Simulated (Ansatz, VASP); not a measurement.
## ZrHg3 in VASP and in Ansatz

```
Zr Hg
1.0
     4.37970    0.00000    0.00000
     0.00000    4.37970    0.00000
     0.00000    0.00000    4.37970
Zr Hg
1 3
Direct
  0.00000 0.00000 0.00000
  0.00000 0.50000 0.50000
  0.50000 0.00000 0.50000
  0.50000 0.50000 0.00000
```

Change from the starting cell: volume scaled by 1.01.

Alike in both runs: task single point; functional PBEsol; k mesh 8 × 8 × 8; occupations fermi-dirac, width 0.05 eV; no spin polarisation.

```csv
,VASP,Ansatz
version,VASP 6.6.1,Ansatz 0.2.0
potentials or method,"VASP PAW PBE potentials, release 64 (Zr_sv, Hg), cutoff 520 eV","all-electron LAPW, scalar-relativistic"
```

|  | VASP | Ansatz | Ansatz less VASP |
| --- | --- | --- | --- |
| pressure (GPa) | -0.7 | -1.2 | -0.47 |

VASP's potentials were made for PBE, not for PBEsol. Ansatz ran all-electron here, and VASP with PAW potentials.

Spin-orbit coupling is off throughout.
